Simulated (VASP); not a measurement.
# Ga3Se (Pm-3m) in VASP: a series of runs, part 2 of 2

VASP 6.6.1. Earlier steps stand in the parts before.

## (3) Single point, LDA, non-collinear spin, zero start, spin-orbit coupling

INCAR

```
PREC     = Accurate       # precision mode
ENCUT    = 520            # plane-wave cutoff, eV
EDIFF    = 1E-7           # SCF threshold, eV
ISMEAR   = 1              # smearing method
SIGMA    = 0.1            # smearing width, eV
LREAL    = False          # projectors in reciprocal space
LASPH    = True           # aspherical terms in the spheres
NELM     = 150            # most SCF steps
ALGO     = Normal         # electronic algorithm
ISIF     = 2              # what is computed and relaxed
LWAVE    = False          # write WAVECAR
LCHARG   = False          # write CHGCAR
LNONCOLLINEAR= True           # non-collinear magnetism
MAGMOM   = 0 0 0 0 0 0 0 0 0 0 0 0 # initial moments
LORBIT   = 11             # projections on sites
LSORBIT  = True           # spin-orbit coupling
GGA_COMPAT= False        
LORBMOM  = True         
GGA      = CA             # functional
NBANDS   = 59             # bands
```

KPOINTS

```
regular mesh
0
Gamma
  3 3 3
```

POSCAR

```
Ga3Se
1.0
    4.4324650000      0.0000000000      0.0000000000
    0.0000000000      4.4324650000      0.0000000000
    0.0000000000      0.0000000000      4.4324650000
Ga Se
3 1
Direct
    0.0000000000      0.5000000000      0.5000000000
    0.5000000000      0.0000000000      0.5000000000
    0.5000000000      0.5000000000      0.0000000000
    0.0000000000      0.0000000000      0.0000000000
```

Potentials or basis: VASP PAW LDA potentials, release 64 (Ga_d, Se).

Started as:

```console
$ cat potpaw_LDA.64/Ga_d/POTCAR potpaw_LDA.64/Se/POTCAR > POTCAR
$ mpirun -np 1 vasp_ncl > vasp.out
```

OUTCAR:

```text
PREC = Accurate
   ENCUT = 520
   EDIFF = 1E-7
   ISMEAR = 1
   LREAL = False
   LASPH = True
   NELM = 150
   ISIF = 2
   LNONCOLLINEAR = True
   LORBIT = 11
   LSORBIT = True
   GGA = CA

 ion  position               nearest neighbor table
   1  0.000  0.500  0.500-
   2  0.500  0.000  0.500-
   3  0.500  0.500  0.000-
   4  0.000  0.000  0.000-

  LATTYP: Found a simple cubic cell.
 ALAT       =     4.4324650000

  Lattice vectors:

 A1 = (   4.4324650000,   0.0000000000,   0.0000000000)
 A2 = (   0.0000000000,   4.4324650000,   0.0000000000)
 A3 = (   0.0000000000,   0.0000000000,   4.4324650000)

Analysis of symmetry for initial positions (statically):
=====================================================================
 Subroutine PRICEL returns:
 Original cell was already a primitive cell.

 Routine SETGRP: Setting up the symmetry group for a
 simple cubic supercell.

 Subroutine GETGRP returns: Found 48 space group operations
 (whereof 48 operations were pure point group operations)
 out of a pool of 48 trial point group operations.

The static configuration has the point symmetry O_h .

Analysis of symmetry for dynamics (positions and initial velocities):
=====================================================================
 Subroutine PRICEL returns:
 Original cell was already a primitive cell.

 Routine SETGRP: Setting up the symmetry group for a
 simple cubic supercell.

 Subroutine GETGRP returns: Found 48 space group operations
 (whereof 48 operations were pure point group operations)
 out of a pool of 48 trial point group operations.

The dynamic configuration has the point symmetry O_h .

Analysis of structural, dynamic, and magnetic symmetry:
=====================================================================
[... 435 lines left out ...]
 ----------------------------------------
            0.000   0.000   0.000

 orbital moment (y)

 # of ion     p       d       tot
 ----------------------------------------
  1         0.000  -0.000  -0.000
  2        -0.000  -0.000  -0.000
  3        -0.000   0.000  -0.000
  4         0.000   0.000   0.000
 ----------------------------------------
            0.000  -0.000   0.000

 orbital moment (z)

 # of ion     p       d       tot
 ----------------------------------------
  1         0.000   0.000   0.000
  2         0.000   0.000   0.000
  3         0.000   0.000   0.000
  4         0.000   0.000   0.000
 ----------------------------------------
            0.000   0.000   0.000

 Spin-Orbit-Coupling matrix elements

 Ion:    1  E_soc:     -0.0120031
 l=   1
     0.0000000    -0.0006919    -0.0014017
    -0.0006919     0.0000000    -0.0014017
    -0.0014017    -0.0014017     0.0000000
 l=   2
     0.0000000    -0.0001727     0.0000000    -0.0001479    -0.0006696
    -0.0001727     0.0000000    -0.0005053    -0.0001727    -0.0001684
     0.0000000    -0.0005053     0.0000000    -0.0004978     0.0000000
    -0.0001479    -0.0001727    -0.0004978     0.0000000    -0.0001718
    -0.0006696    -0.0001684     0.0000000    -0.0001718     0.0000000
 l=   3
     0.0000000     0.0000000     0.0000000     0.0000000     0.0000000     0.0000000     0.0000000
     0.0000000     0.0000000     0.0000000     0.0000000     0.0000000     0.0000000     0.0000000
     0.0000000     0.0000000     0.0000000     0.0000000     0.0000000     0.0000000     0.0000000
     0.0000000     0.0000000     0.0000000     0.0000000     0.0000000     0.0000000     0.0000000
[... 49 lines left out ...]
 l=   2
     0.0000000     0.0000104     0.0000000     0.0000104     0.0000025
     0.0000104     0.0000000     0.0000019     0.0000104     0.0000006
     0.0000000     0.0000019     0.0000000     0.0000019     0.0000000
     0.0000104     0.0000104     0.0000019     0.0000000     0.0000006
     0.0000025     0.0000006     0.0000000     0.0000006     0.0000000
 l=   3
     0.0000000     0.0000000     0.0000000     0.0000000     0.0000000     0.0000000     0.0000000
     0.0000000     0.0000000     0.0000000     0.0000000     0.0000000     0.0000000     0.0000000
     0.0000000     0.0000000     0.0000000     0.0000000     0.0000000     0.0000000     0.0000000
     0.0000000     0.0000000     0.0000000     0.0000000     0.0000000     0.0000000     0.0000000
     0.0000000     0.0000000     0.0000000     0.0000000     0.0000000     0.0000000     0.0000000
     0.0000000     0.0000000     0.0000000     0.0000000     0.0000000     0.0000000     0.0000000
     0.0000000     0.0000000     0.0000000     0.0000000     0.0000000     0.0000000     0.0000000

 total charge

# of ion       s       p       d       tot
------------------------------------------
    1        1.140   0.366   9.946  11.452
    2        1.140   0.366   9.946  11.452
    3        1.140   0.366   9.946  11.452
    4        1.491   2.228   0.027   3.747
--------------------------------------------------
tot          4.911   3.327  29.865  38.103

 magnetization (x)

# of ion       s       p       d       tot
------------------------------------------
    1       -0.000   0.000   0.000  -0.000
    2        0.000   0.000   0.000   0.000
    3        0.000  -0.000   0.000   0.000
    4        0.000  -0.000   0.000  -0.000
--------------------------------------------------
tot          0.000  -0.000   0.000  -0.000

 magnetization (y)

# of ion       s       p       d       tot
------------------------------------------
    1       -0.000   0.000  -0.000  -0.000
    2       -0.000   0.000   0.000  -0.000
    3        0.000   0.000   0.000   0.000
    4        0.000   0.000   0.000   0.000
--------------------------------------------------
tot         -0.000   0.000  -0.000  -0.000

 magnetization (z)

# of ion       s       p       d       tot
------------------------------------------
    1        0.000  -0.000   0.000   0.000
    2        0.000   0.000   0.000   0.000
    3       -0.000   0.000   0.000  -0.000
    4       -0.000   0.000  -0.000   0.000
--------------------------------------------------
tot          0.000   0.000  -0.000   0.000
```

OSZICAR:

```text
N       E                     dE             d eps       ncg     rms          rms(c)
DAV:   1     0.413113101476E+03    0.41311E+03   -0.20360E+04   515   0.254E+03
DAV:   2     0.616843711965E+02   -0.35143E+03   -0.33767E+03   472   0.649E+02
DAV:   3    -0.888665439291E+01   -0.70571E+02   -0.66613E+02   552   0.190E+02
DAV:   4    -0.145327112594E+02   -0.56461E+01   -0.55319E+01   594   0.502E+01
DAV:   5    -0.147418074706E+02   -0.20910E+00   -0.20881E+00   546   0.104E+01    0.285E+00
DAV:   6    -0.145676721098E+02    0.17414E+00   -0.33733E-01   653   0.671E+00    0.156E+00
DAV:   7    -0.145607644165E+02    0.69077E-02   -0.98148E-02   512   0.158E+00    0.753E-01
DAV:   8    -0.145566249512E+02    0.41395E-02   -0.12440E-02   584   0.998E-01    0.367E-01
DAV:   9    -0.145562704398E+02    0.35451E-03   -0.21353E-03   520   0.345E-01    0.626E-02
DAV:  10    -0.145561888275E+02    0.81612E-04   -0.59783E-04   656   0.153E-01    0.418E-02
DAV:  11    -0.145561954145E+02   -0.65871E-05   -0.15419E-04   520   0.851E-02    0.131E-02
DAV:  12    -0.145561951799E+02    0.23460E-06   -0.13629E-05   680   0.253E-02    0.507E-03
DAV:  13    -0.145561947857E+02    0.39421E-06   -0.10411E-06   600   0.102E-02    0.213E-03
DAV:  14    -0.145561947839E+02    0.18345E-08   -0.43999E-07   448   0.372E-03
   1 F= -.14556195E+02 E0= -.14554630E+02  d E =-.469300E-02  mag=    -0.0000    -0.0000    -0.0000
```

stdout:

```text
POSCAR found type information on POSCAR GaSe
 POSCAR found :  2 types and       4 ions
 scaLAPACK will be used
 LDA part: xc-table for (Slater(with rela. corr.)+CA(PZ))
 , standard interpolation
 POSCAR, INCAR and KPOINTS ok, starting setup
 FFT: planning ... GRIDC
 FFT: planning ... GRID_SOFT
 FFT: planning ... GRID
 WAVECAR not read
 entering main loop
```

Wall time 77 s (1 thread of AMD EPYC 7R13, shared host); peak memory 0.28 GiB.

What came out:

- Free energy: -14.5562 eV
- Pressure: -4.6 GPa
- Net moment: 0.00 μB per cell
- Valence electrons inside the program's atomic spheres: Ga 11.45; Se 3.75

Moments on the atoms (μB; x, y, z):
```
Ga  0.00 0.00 0.00
Ga  0.00 0.00 0.00
Ga  0.00 0.00 0.00
Se  0.00 0.00 0.00
```

Caveat: the k points lie up to 0.47 Å⁻¹ apart.
